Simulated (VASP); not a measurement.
Wanted: the native input for a VASP 6.6.1 run.

```yaml
Task: single point
Functional: PBE
Potentials_or_basis: VASP PAW PBE potentials, release 64 (Rb_sv, Br)
Cutoff: 520 eV
k_mesh: 3 × 3 × 3
Occupations: gaussian, width 0.01 eV
Spin: no spin polarisation
Dipole_correction: no
Further_INCAR_settings: ALGO = Normal; EDIFF = 1e-06; NBANDS = 15
```

The structure of RbBr lies in POSCAR:

```
RbBr
1.0
    0.0000000000      3.4270000000      3.4270000000
    3.4270000000      0.0000000000      3.4270000000
    3.4270000000      3.4270000000      0.0000000000
Rb Br
1 1
Direct
    0.9936000000      0.0126600000      0.0080500000
    0.5428800000      0.4816000000      0.4566300000
```

One way to write it, as run:

INCAR

```
SYSTEM = RbBr
PREC = Accurate
ENCUT = 520
EDIFF = 1E-6
ISMEAR = 0
SIGMA = 0.01
LREAL = .FALSE.
LASPH = .TRUE.
NELM = 100
ALGO = Normal
ISIF = 2
LWAVE = .FALSE.
LCHARG = .TRUE.
GGA = PE
LELF = .TRUE.
LVHAR = .TRUE.
NBANDS = 15
```

KPOINTS

```
regular mesh
0
G
  3 3 3
  0 0 0
```

Potentials or basis: VASP PAW PBE potentials, release 64 (Rb_sv, Br).

Command:

```bash
$ cat potpaw_PBE.64/Rb_sv/POTCAR potpaw_PBE.64/Br/POTCAR > POTCAR
$ mpirun -np 1 vasp_std > vasp.out
```

It gave:

```json
{"Pressure": "1.5 GPa", "Largest force": "0.440 eV/Å", "Band gap on the k mesh": "4.38 eV, direct"}
```

Caveat: the k points lie up to 0.53 Å⁻¹ apart.

It took 12 s on 1 thread of AMD EPYC 9R45 96-Core Processor (Zen 5) (shared host), peak memory 0.17 GiB.
